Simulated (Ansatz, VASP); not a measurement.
# MgH2 in VASP and in Ansatz

INCAR

```
SYSTEM = MgH2
PREC = Accurate
ENCUT = 600
EDIFF = 1E-7
ISMEAR = 0
SIGMA = 0.1
LREAL = .FALSE.
LASPH = .TRUE.
NELM = 80
ALGO = Normal
ISIF = 3
LWAVE = .FALSE.
LCHARG = .FALSE.
GGA = PE
IBRION = 2
NSW = 80
EDIFFG = -0.025
```

The input KPOINTS:

```
Automatic mesh
0
G
  4 4 2
  0 0 0
```

POSCAR

```
MgH2
1.0
    4.5181504513     -0.1307627247     -0.0149566825
   -0.1307627247      4.5151302019      0.0472001331
   -0.0199523480      0.0629653991      6.2642023503
Mg H
4 8
Direct
    0.5037420714      0.4519029716      0.2488356183
    0.4960129235      0.4875168079      0.7466448391
   -0.0064233665      1.0046959336      0.5096711418
    0.0075385831      0.0272102505      0.0253167761
    0.6981771806      0.7001609731      0.0084871640
    0.6888981476      0.7045039731      0.4921419185
    0.8035308374      0.1718163476      0.2369543252
    0.8177853737      0.2123861717      0.7288902227
    0.2970963194      0.3125996191      0.5020170526
    0.3219567315      0.3062669979      0.0144811523
    0.1991267052      0.8067404577      0.2550557382
    0.1725584931      0.8141994961      0.7315040511
```

Input for Ansatz:

```yaml
crystal:
  lattice:
    - [4.5181504513, -0.1307627247, -0.0149566825]
    - [-0.1307627247, 4.5151302019, 0.0472001331]
    - [-0.019952348, 0.0629653991, 6.2642023503]
  atoms:
    - { symbol: Mg, position: [0.5037420714, 0.4519029716, 0.2488356183] }
    - { symbol: Mg, position: [0.4960129235, 0.4875168079, 0.7466448391] }
    - { symbol: Mg, position: [-0.0064233665, 1.0046959336, 0.5096711418] }
    - { symbol: Mg, position: [0.0075385831, 0.0272102505, 0.0253167761] }
    - { symbol: H, position: [0.6981771806, 0.7001609731, 0.008487164] }
    - { symbol: H, position: [0.6888981476, 0.7045039731, 0.4921419185] }
    - { symbol: H, position: [0.8035308374, 0.1718163476, 0.2369543252] }
    - { symbol: H, position: [0.8177853737, 0.2123861717, 0.7288902227] }
    - { symbol: H, position: [0.2970963194, 0.3125996191, 0.5020170526] }
    - { symbol: H, position: [0.3219567315, 0.3062669979, 0.0144811523] }
    - { symbol: H, position: [0.1991267052, 0.8067404577, 0.2550557382] }
    - { symbol: H, position: [0.1725584931, 0.8141994961, 0.7315040511] }
basis:
  ecutwfc: 420
kpoints:
  mp_grid: { grid: [4, 4, 2] }
hamiltonian:
  xc: pbe
scf:
  occupations: { method: gaussian, width: 0.1 }
  lower_state_search: "off"
output:
  forces: true
  stress: true
  eigenvalues: true
relax:
  adjacent_minimum: "off"
  f_tol: 0.025
  max_steps: 60
  cell: { stress_tol: 0.25 }
```

Change from the starting cell: cell x2, atoms moved at random (sigma 0.1 Å) and cell strained at random (1.5 %), then relaxed without symmetry.

Alike in both runs: task relaxation of cell and atoms; functional PBE; k mesh 4 × 4 × 2; occupations gaussian, width 0.1 eV; no spin polarisation.

|  | VASP | Ansatz |
| --- | --- | --- |
| version | VASP 6.6.1 | Ansatz 0.2.0 |
| potentials or method | VASP PAW PBE potentials, release 64 (Mg, H), cutoff 600 eV | scalar-relativistic, plane waves, PAW |
| valence electrons in the cell | 16 | 48 |

```tsv
	VASP	Ansatz	Ansatz less VASP
gap on the k mesh at the Fermi level, each at its own relaxed structure (eV)	3.90	3.88	-0.017
relaxed volume (Å³/atom)	10.21	10.27	+0.063
relaxed cell length with the largest relative difference (Å)	6.014	6.032	+0.0180
```

VASP's potentials hold 16 valence electrons a cell and Ansatz's 48, so a difference there can come from the potentials and not from the codes.

The k mesh is coarse, so the values compare programs but aren't converged.
